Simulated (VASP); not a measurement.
# BP in VASP: further runs

The runs below take BP through single point, relaxation of cell and atoms, with LDA.

All numbers are computed with VASP 6.6.1; they aren't measurements. Logs are shortened: lines on timing, memory, paths and dates and some standing lists are left out, and cuts for length are marked.

### 1 The cell of the first run

It takes space group I-4m2 (No. 119, tetragonal). Conventional cell: a = 3.175 Å, b = 3.175 Å, c = 4.468 Å, α = 90.00°, β = 90.00°, γ = 90.00°. Within 2.6 Å of B (site symmetry -4m2) lie 4 P at 1.94 Å. P (site symmetry -4m2) has 4 B at 1.94 Å within 2.6 Å.

### 2 Single point, LDA (z stretched by -0.5 %, x and y held)

File INCAR:

```
SYSTEM = BP
PREC = Accurate ; ENCUT = 520
EDIFF = 1E-6 ; ISMEAR = 0
SIGMA = 0.01 ; LREAL = .False.
LASPH = .True. ; NELM = 100
ALGO = Normal ; ISIF = 2
LWAVE = .False. ; LCHARG = .False.
NBANDS = 11
```

File KPOINTS:

```
regular mesh
0
Gamma
  8 8 8
  0 0 0
```

File POSCAR:

```
BP
1.0
    0.0000000000      2.2453831324      2.2341562167
    2.2453831324      0.0000000000      2.2341562167
    2.2453831324      2.2453831324      0.0000000000
B P
1 1
Direct
    0.0000000000      0.0000000000      0.0000000000
    0.7500000000      0.7500000000      0.7500000000
```

Potentials or basis: VASP PAW LDA potentials, release 64 (B, P).

The run is started by

```console
$ cat potpaw_LDA.64/B/POTCAR potpaw_LDA.64/P/POTCAR > POTCAR
$ mpirun -np 1 vasp_std > vasp.out
```

OUTCAR:

```text
SYSTEM = BP
   PREC = Accurate
   ENCUT = 520
   EDIFF = 1E-6
   ISMEAR = 0
   LREAL = .False.
   LASPH = .True.
   NELM = 100
   ISIF = 2

 ion  position               nearest neighbor table
   1  0.000  0.000  0.000-   2 1.94   2 1.94   2 1.94   2 1.94
   2  0.750  0.750  0.750-   1 1.94   1 1.94   1 1.94   1 1.94

  LATTYP: Found a body centered tetragonal cell.
 ALAT       =     3.1754512786
 C/A-ratio  =     1.4071424945

  Lattice vectors:

 A1 = (   0.0000000000,  -2.2453831324,  -2.2341562167)
 A2 = (   0.0000000000,   2.2453831324,  -2.2341562167)
 A3 = (   2.2453831324,   0.0000000000,   2.2341562167)

Analysis of symmetry for initial positions (statically):
=====================================================================
 Subroutine PRICEL returns:
 Original cell was already a primitive cell.

 Routine SETGRP: Setting up the symmetry group for a
 body centered tetragonal supercell.

 Subroutine GETGRP returns: Found  8 space group operations
 (whereof  8 operations were pure point group operations)
 out of a pool of 16 trial point group operations.

The static configuration has the point symmetry D_2d.

Analysis of symmetry for dynamics (positions and initial velocities):
=====================================================================
 Subroutine PRICEL returns:
 Original cell was already a primitive cell.

 Routine SETGRP: Setting up the symmetry group for a
 body centered tetragonal supercell.

 Subroutine GETGRP returns: Found  8 space group operations
 (whereof  8 operations were pure point group operations)
 out of a pool of 16 trial point group operations.

The dynamic configuration has the point symmetry D_2d.

 Subroutine INISYM returns: Found  8 space group operations
 (whereof  8 operations are pure point group operations),
 and found     1 'primitive' translations

----------------------------------------------------------------------------------------

                                     Primitive cell

  volume of cell :      22.5281

  direct lattice vectors                    reciprocal lattice vectors
     0.000000000  2.245383132  2.234156217    -0.222679147  0.222679147  0.223798137
     2.245383132  0.000000000  2.234156217     0.222679147 -0.222679147  0.223798137
     2.245383132  2.245383132  0.000000000     0.222679147  0.222679147 -0.223798137

  length of vectors
     3.167522598  3.167522598  3.175451279     0.386338726  0.386338726  0.386338726

  position of ions in fractional coordinates (direct lattice)
     0.000000000  0.000000000  0.000000000
     0.750000000  0.750000000  0.750000000

  ion indices of the primitive-cell ions
   primitive index   ion index
                 1           1
                 2           2

----------------------------------------------------------------------------------------

 KPOINTS: regular mesh

Automatic generation of k-mesh.
 Grid dimensions read from file:
 generate k-points for:    8    8    8

 Generating k-lattice:

  Cartesian coordinates                     Fractional coordinates (reciprocal lattice)
    -0.027834893  0.027834893  0.027974767     0.125000000  0.000000000  0.000000000
     0.027834893 -0.027834893  0.027974767     0.000000000  0.125000000  0.000000000
     0.027834893  0.027834893 -0.027974767     0.000000000  0.000000000  0.125000000

  Length of vectors
     0.048292341  0.048292341  0.048292341

  Shift w.r.t. Gamma in fractional coordinates (k-lattice)
     0.000000000  0.000000000  0.000000000

 Subroutine IBZKPT returns following result:
 ===========================================

 Found     59 irreducible k-points:

 Following reciprocal coordinates:
            Coordinates               Weight
  0.000000  0.000000  0.000000      1.000000
  0.125000  0.000000  0.000000      8.000000
  0.250000  0.000000  0.000000      8.000000
  0.375000  0.000000  0.000000      8.000000
  0.500000  0.000000  0.000000      4.000000
  0.125000  0.125000  0.000000      2.000000
[... 16 lines left out ...]
  0.250000  0.000000  0.125000     16.000000
  0.375000  0.000000  0.125000     16.000000
 [... further k-points ...]
   k-points           NKPTS =     59   k-points in BZ     NKDIM =     59   number of bands    NBANDS=     11
   number of dos      NEDOS =    301   number of ions     NIONS =      2
   total plane-waves  NPLWV =  13824
   dimension x,y,z NGX =    24 NGY =   24 NGZ =   24
   dimension x,y,z NGXF=    48 NGYF=   48 NGZF=   48
   ions per type =               1   1
   NGX,Y,Z   is equivalent  to a cutoff of  12.60, 12.60, 12.56 a.u.
   NGXF,Y,Z  is equivalent  to a cutoff of  25.19, 25.19, 25.13 a.u.
 SYSTEM =  BP
   PREC   = accura    normal or accurate (medium, high low for compatibility)
   ISTART =      0    job   : 0-new  1-cont  2-samecut
   ICHARG =      2    charge: 1-file 2-atom 10-const
   ISPIN  =      1    spin polarized calculation?
   LNONCOLLINEAR =      F non collinear calculations
   LSORBIT =      F    spin-orbit coupling
   LASPH  =      T    aspherical Exc in radial PAW
   ENCUT  =  520.0 eV  38.22 Ry    6.18 a.u.   5.89  5.89  5.90*2*pi/ulx,y,z
   NELM   =    100;   NELMIN=  2; NELMDL= -5     # of ELM steps
   EDIFF  = 0.1E-05   stopping-criterion for ELM
   LREAL  =      F    real-space projection
   EDIFFG = 0.1E-04   stopping-criterion for IOM
   NSW    =      0    number of steps for IOM
   IBRION =     -1    ionic relax: 0-MD 1-quasi-New 2-CG
   NFREE  =      0    steps in history (QN), initial steepest desc. (CG)
   ISIF   =      2    stress and relaxation
   ISYM   =      2    0-nonsym 1-usesym 2-fastsym
   POTIM  = 0.5000    time-step for ionic-motion
   TEBEG  =    0.0;   TEEND  =   0.0 temperature during run
   PSTRESS=    0.0 pullay stress
   NELECT =       8.0000    total number of electrons
   NUPDOWN=      -1.0000    fix difference up-down
   EMIN   =  10.00;   EMAX   =-10.00  energy-range for DOS
   EFERMI =   0.00;   METHOD = LEGACY
   ISMEAR =     0;   SIGMA  =   0.01  broadening in eV -4-tet -1-fermi 0-gaus
   EFERMI_NEDOS =   21; number of points for ismear=-14 and -15
   IALGO  =     38    algorithm
   IMIX   =      4    mixing-type and parameters
     AMIX     =   0.40;   BMIX     =  1.00
     AMIX_MAG =   1.60;   BMIX_MAG =  1.00
  volume/ion in A,a.u.               =      11.26        76.01
  Fermi-wavevector in a.u.,A,eV,Ry     =   1.159302  2.190764 18.285981  1.343982
  Thomas-Fermi vector in A             =   2.295896
   LORBIT       =      0    0 simple, 1 ext, 2 COOP (PROOUT), +10 PAW based schemes
   GGA     = CA    functional components
   LHFCALC =     F    Hartree Fock is set to
   AEXX    =    0.0000 exact exchange contribution
   IVDW    =     0    specifies the selected vdW correction
   LEPSILON=     F    determine dielectric tensor
   LRPA    =     F    only Hartree local field effects (RPA)
 non-spin polarized calculation
 Gauss-broadening in eV      SIGMA  =   0.01
  energy-cutoff  :      520.00
  volume of cell :       22.53
 maximum number of plane-waves:       620
   NGX = 11   NGY = 11   NGZ = 11

 number of electron       8.0000001 magnetization

 Free energy of the ion-electron system (eV)
  ---------------------------------------------------
  ext. energy  EPLUGINS =         0.00000000
  ---------------------------------------------------
  free energy    TOTEN  =       -14.39681995 eV

  energy without entropy =      -14.39681995  energy(sigma->0) =      -14.39681995

 E-fermi :   8.0056     XC(G=0): -11.2386

 val. band max:        7.8794547922   @ k =   0.0000   0.0000   0.0000
 cond. band min:       8.9821896355   @ k =   0.3750   0.3750   0.0000
 fundamental gap:      1.1027348433
 Fermi energy:         8.0056383435

 k-point     1 :       0.0000    0.0000    0.0000
  band No.  band energies     occupation
      1      -7.8683      2.00000
      2       7.8300      2.00000
      3       7.8300      2.00000
      4       7.8795      2.00000
      5      11.2650      0.00000
      6      11.2927      0.00000
      7      11.2927      0.00000
      8      15.7760      0.00000
      9      19.3628      0.00000
     10      20.0674      0.00000
     11      20.2030      0.00000

 k-point     2 :       0.1250    0.0000    0.0000
  band No.  band energies     occupation
      1      -7.5790      2.00000
      2       5.9674      2.00000
      3       7.3878      2.00000
      4       7.4266      2.00000
      5      11.8441      0.00000
      6      11.8969      0.00000
      7      11.8989      0.00000
      8      16.4758      0.00000
      9      19.1054      0.00000
     10      19.2060      0.00000
     11      20.2190      0.00000

 k-point     3 :       0.2500    0.0000    0.0000
  band No.  band energies     occupation
      1      -6.7289      2.00000
      2       2.9150      2.00000
      3       6.6789      2.00000
      4       6.7298      2.00000
      5      12.0056      0.00000
      6      12.6500      0.00000
      7      12.6689      0.00000
      8      17.6647      0.00000
      9      18.8662      0.00000
     10      18.8978      0.00000
     11      20.9943      0.00000

 k-point     4 :       0.3750    0.0000    0.0000
  band No.  band energies     occupation
      1      -5.4178      2.00000
      2       0.1125      2.00000
      3       6.1893      2.00000
      4       6.2511      2.00000
      5      11.8998      0.00000
      6      12.6533      0.00000
      7      12.7033      0.00000
      8      17.9837      0.00000
      9      20.5863      0.00000
     10      20.6221      0.00000
     11      21.8469      0.00000
[... 239 lines left out ...]
 k-point    22 :       0.1250    0.0000    0.1250
  band No.  band energies     occupation
      1      -7.4837      2.00000
      2       6.6245      2.00000
      3       6.6556      2.00000
      4       6.6926      2.00000
      5      10.6302      0.00000
      6      12.8853      0.00000
      7      12.9453      0.00000
      8      15.7353      0.00000
      9      18.4264      0.00000
     10      20.5753      0.00000
     11      20.5831      0.00000

 k-point    23 :       0.2500    0.0000    0.1250
  band No.  band energies     occupation
      1      -6.8200      2.00000
      2       4.0081      2.00000
      3       5.8846      2.00000
      4       6.3092      2.00000
      5      10.9243      0.00000
      6      13.6442      0.00000
      7      14.0053      0.00000
      8      14.9669      0.00000
      9      19.3971      0.00000
     10      20.5448      0.00000
     11      21.8536      0.00000

 k-point    24 :       0.3750    0.0000    0.1250
  band No.  band energies     occupation
      1      -5.6462      2.00000
      2       1.1551      2.00000
      3       5.4775      2.00000
      4       5.5153      2.00000
      5      11.3662      0.00000
      6      13.6563      0.00000
      7      14.1104      0.00000
      8      15.8078      0.00000
      9      20.3535      0.00000
     10      21.7159      0.00000
     11      22.5044      0.00000

 [... further k-points ...]

------------------------ aborting loop because EDIFF is reached ----------------------------------------

  FORCE on cell =-STRESS in cart. coord.  units (eV):
  Direction    XX          YY          ZZ          XY          YZ          ZX
  --------------------------------------------------------------------------------------
  -------------------------------------------------------------------------------------
  Total        0.0419463      0.0419463      0.2341944      0.0000000      0.0000000      0.0000000
  in kB        2.9831832      2.9831832     16.6556941      0.0000000      0.0000000      0.0000000
  external PRESSURE =       7.5406868 kB  Pullay stress =       0.0000000 kB

 VOLUME and BASIS-vectors are now :
 -----------------------------------------------------------------------------
  energy-cutoff  :      520.00
  volume of cell :       22.53
      direct lattice vectors                 reciprocal lattice vectors
     0.000000000  2.245383132  2.234156217    -0.222679147  0.222679147  0.223798137
     2.245383132  0.000000000  2.234156217     0.222679147 -0.222679147  0.223798137
     2.245383132  2.245383132  0.000000000     0.222679147  0.222679147 -0.223798137

 POSITION                                       TOTAL-FORCE (eV/Angst)
 -----------------------------------------------------------------------------------
      0.00000      0.00000      0.00000         0.000000     -0.000000     -0.000000
      3.36807      3.36807      3.35123        -0.000000      0.000000      0.000000
 -----------------------------------------------------------------------------------
    total drift:                               -0.000000     -0.000000     -0.000000

  FREE ENERGIE OF THE ION-ELECTRON SYSTEM (eV)
  ---------------------------------------------------
  free  energy   TOTEN  =       -14.3968199535 eV

  energy  without entropy=      -14.3968199535  energy(sigma->0) =      -14.39681995
```

It took 4.1 s on 1 thread of Intel Xeon 6975P-C, shared host; peak memory 0.13 GiB.

Results:

```yaml
Free_energy: -14.3968 eV
Pressure: 0.8 GPa
Band_gap_on_the_k_mesh: 1.10 eV, indirect (least direct gap 3.39 eV)
```

Stress tensor (GPa, compression positive):
```
0.30 0.00 0.00
0.00 0.30 0.00
0.00 0.00 1.67
```

Levels at points of the mesh, in eV from the valence-band top:
```csv
k point,band 1,band 2,band 3,band 4,band 5,band 6,band 7,band 8,band 9
"(0.00, 0.00, 0.00)",-15.75,-0.05,-0.05,0.00,3.39,3.41,3.41,7.90,11.48
"(0.50, 0.00, 0.00)",-12.28,-9.30,-1.86,-1.79,3.97,4.65,4.70,10.02,14.73
"(0.50, 0.50, 0.00)",-10.69,-8.67,-4.30,-4.30,1.16,1.44,12.31,12.31,15.42
"(0.50, 0.00, 0.50)",-10.74,-8.72,-4.26,-4.25,1.22,1.51,12.25,12.36,15.36
```

Caveat: the cell differs from its parent crystal (z stretched by -0.5 %, x and y held).

### 3 Single point, LDA (z stretched by +0.5 %, x and y held)

File INCAR:

```
ALGO = Normal ; EDIFF = 1E-7
ENCUT = 520 ; ISIF = 2
ISMEAR = 0 ; LASPH = True
LCHARG = False ; LREAL = False
LWAVE = False ; NBANDS = 11
NELM = 60 ; PREC = Accurate
SIGMA = 0.01
```

File KPOINTS:

```
k-points
0
Gamma
  8 8 8
```

File POSCAR:

```
BP
1.0
    0.0000000000      2.2453831324      2.2566100481
    2.2453831324      0.0000000000      2.2566100481
    2.2453831324      2.2453831324      0.0000000000
B P
1 1
Direct
    0.0000000000      0.0000000000      0.0000000000
    0.7500000000      0.7500000000      0.7500000000
```

Potentials or basis: VASP PAW LDA potentials, release 64 (B, P).

The run is started by

```console
$ cat potpaw_LDA.64/B/POTCAR potpaw_LDA.64/P/POTCAR > POTCAR
$ mpirun -np 1 vasp_std > vasp.out
```

It took 5.4 s on 1 thread of Intel Xeon 6975P-C, shared host; peak memory 0.13 GiB.

Results (log left out):

| Property | Result |
| --- | --- |
| Free energy | -14.3967 eV |
| Pressure | -1.0 GPa |
| Band gap on the k mesh | 1.15 eV, indirect (least direct gap 3.39 eV) |

Stress tensor (GPa, compression positive):
```
-0.54  0.00  0.00
 0.00 -0.54  0.00
 0.00  0.00 -1.91
```

Levels at points of the mesh, in eV from the valence-band top:
| k point | band 2 | band 3 | band 4 | band 5 | band 6 | band 7 |
| --- | --- | --- | --- | --- | --- | --- |
| (0.00, 0.00, 0.00) | -0.05 | 0.00 | 0.00 | 3.39 | 3.39 | 3.42 |
| (0.50, 0.00, 0.00) | -9.22 | -1.83 | -1.76 | 3.92 | 4.66 | 4.71 |
| (0.50, 0.50, 0.00) | -8.67 | -4.18 | -4.18 | 1.27 | 1.56 | 12.23 |
| (0.50, 0.00, 0.50) | -8.62 | -4.24 | -4.23 | 1.22 | 1.49 | 12.17 |

Caveat: the cell differs from its parent crystal (z stretched by +0.5 %, x and y held).

### 4 Single point, LDA

This run uses another cell than the first one, of 11.32 Å³/atom, 1.005 times its volume.

File INCAR:

```
SYSTEM = BP
ALGO     = Normal         ! electronic algorithm
EDIFF    = 1E-6           ! SCF threshold, eV
ENCUT    = 520            ! plane-wave cutoff, eV
GGA      = CA             ! functional
ISIF     = 2              ! what is computed and relaxed
ISMEAR   = -1             ! smearing method
LASPH    = .TRUE.         ! aspherical terms in the spheres
LCHARG   = .TRUE.         ! write CHGCAR
LELF     = .TRUE.         ! ELF
LREAL    = .FALSE.        ! projectors in reciprocal space
LVHAR    = .TRUE.       
LWAVE    = .FALSE.        ! write WAVECAR
NBANDS   = 11             ! bands
NELM     = 60             ! most SCF steps
PREC     = Accurate       ! precision mode
SIGMA    = 0.05           ! smearing width, eV
```

File KPOINTS:

```
k-points
0
G
  12 12 12
  0 0 0
```

File POSCAR:

```
BP
1.0
    0.0000000000      2.2453831324      2.2453831324
    2.2453831324      0.0000000000      2.2453831324
    2.2453831324      2.2453831324      0.0000000000
B P
1 1
Direct
    0.0000000000      0.0000000000      0.0000000000
    0.7500000000      0.7500000000      0.7500000000
```

The run is started by

```console
$ cat potpaw_LDA.64/B/POTCAR potpaw_LDA.64/P/POTCAR > POTCAR
$ mpirun -np 1 vasp_std > vasp.out
```

Run time: 5.4 s. Hardware: 1 thread of Intel Xeon 6975P-C, shared host; peak memory 0.13 GiB.

It converged, with:

```yaml
Free_energy: -14.3997 eV
Pressure: -0.2 GPa
Band_gap_on_the_k_mesh: 1.14 eV, indirect (least direct gap 3.43 eV)
```

Levels at points of the mesh, in eV from the valence-band top:
```tsv
k point	band 1	band 2	band 3	band 4	band 5	band 6	band 7	band 8
(0.00, 0.00, 0.00)	-15.67	0.00	0.00	0.00	3.43	3.43	3.43	7.85
(0.50, 0.00, 0.00)	-12.22	-9.23	-1.79	-1.79	3.97	4.70	4.70	10.03
(0.50, 0.50, 0.00)	-10.67	-8.65	-4.22	-4.22	1.24	1.53	12.29	12.29
```

A k mesh can miss the band edges.

[end of part 1 of 2]
